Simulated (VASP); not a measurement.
# WSe2: single point with PBE+D3(BJ)

The system is WSe2, a slab with vacuum.

```xyz
6
Lattice="3.2842 0.0000 0.0000 -1.6421 2.8442 0.0000 0.0000 0.0000 45.4906" Properties=species:S:1:pos:R:3 pbc="T T T"
Se    0.0000    1.8962   17.8617
Se    0.0000    1.8962   21.2285
Se    0.0000    0.0000   24.2619
Se    0.0000    0.0000   27.6296
W     1.6421    0.9481   19.5468
W     0.0000    1.8962   25.9453
```

This cell differs from its parent crystal: a layer taken out of the bulk.

```yaml
Program: VASP 6.6.1
Task: single point
Functional: PBE
Dispersion: D3(BJ)
Potentials_or_basis: VASP PAW PBE potentials, release 64 (Se, W_sv)
Cutoff: 520 eV
k_mesh: 9 × 9 × 1
Occupations: gaussian, width 0.02 eV
Spin: no spin polarisation
```

| Item | Value |
| --- | --- |
| Largest force | 0.047 eV/Å |
| Band gap on the k mesh | 1.38 eV (least direct gap 1.60 eV) |
| Dispersion energy per atom | -0.403 eV |
| Ionisation potential of the upper face | 4.87 eV |

Forces in eV/Å, atoms in the order of the input:
```
Se   0.000  0.000 -0.045
Se   0.000  0.000  0.047
Se   0.000  0.000 -0.046
Se   0.000  0.000  0.045
W    0.000  0.000 -0.002
W    0.000  0.000  0.001
```

Levels at points of the mesh, in eV from the valence-band top:
```
           k point  band 23  band 24  band 25  band 26  band 27  band 28  band 29  band 30
(0.00, 0.00, 0.00)    -1.31    -1.31    -0.76     0.00     2.75     2.75     2.85     2.85
```

It took 12 min on 1 thread of Intel Xeon 8259CL, with other jobs on the host, peak memory 0.57 GiB.

Caveat: the cell differs from its parent crystal (a layer taken out of the bulk); spin-orbit coupling is left out, which moves the levels of the heavy elements.
